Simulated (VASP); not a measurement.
Wanted: the native input for a VASP 6.6.1 run.

```yaml
Task: relaxation of cell and atoms
Functional: LDA
Potentials_or_basis: VASP PAW LDA potentials, release 64 (Zn, S)
Cutoff: 600 eV
k_mesh: 6 × 6 × 4
Occupations: gaussian, width 0.01 eV
Spin: no spin polarisation
Target_pressure: 4 GPa
Dipole_correction: no
Further_INCAR_settings: ALGO = Normal; EDIFF = 1e-06; IBRION = 2; EDIFFG = -0.002; NSW = 100; ISIF = 3
```

The structure of ZnS lies in POSCAR:

```
ZnS
1.0
    3.7382251180      0.0000000000      0.0000000000
   -1.8691125590      3.2373979173      0.0000000000
    0.0000000000      0.0000000000      6.1430235041
Zn S
2 2
Direct
    0.3333333333      0.6666666667      0.0055916599
    0.6666666667      0.3333333333      0.5055916599
    0.3333333333      0.6666666667      0.3794083401
    0.6666666667      0.3333333333      0.8794083401
```

The input as run:

INCAR

```
SYSTEM = ZnS
PREC = Accurate
ENCUT = 600
EDIFF = 1E-6
ISMEAR = 0
SIGMA = 0.01
LREAL = .False.
LASPH = .True.
NELM = 80
ALGO = Normal
ISIF = 3
LWAVE = .False.
LCHARG = .False.
IBRION = 2
NSW = 100
EDIFFG = -0.002
PSTRESS = 40.0
```

KPOINTS

```
Automatic mesh
0
Gamma
  6 6 4
  0 0 0
```

Potentials or basis: VASP PAW LDA potentials, release 64 (Zn, S).

Command:

```console
$ cat potpaw_LDA.64/Zn/POTCAR potpaw_LDA.64/S/POTCAR > POTCAR
$ mpirun -np 1 vasp_std > vasp.out
```

Results of the run:

```json
{
  "Relaxed volume": "17.87 Å³/atom",
  "Relaxed cell": "a = 3.688 Å, b = 3.688 Å, c = 6.069 Å, α = 90.00°, β = 90.00°, γ = 120.00°",
  "Space group after relaxing (to 0.05 Å)": "P6_3mc (No. 186)",
  "Energy change on relaxing (the enthalpy is what falls)": "+9.2 meV/atom",
  "Ionic steps": "10",
  "Pressure after relaxing": "4.0 GPa",
  "Band gap on the k mesh": "2.41 eV, direct"
}
```

Caveat: the cell is relaxed towards a set pressure, so the enthalpy falls and the energy may rise.

Wall time 2.8 min on 1 thread of Intel(R) Xeon(R) Platinum 8488C (Sapphire Rapids) (shared host), peak memory 0.19 GiB.
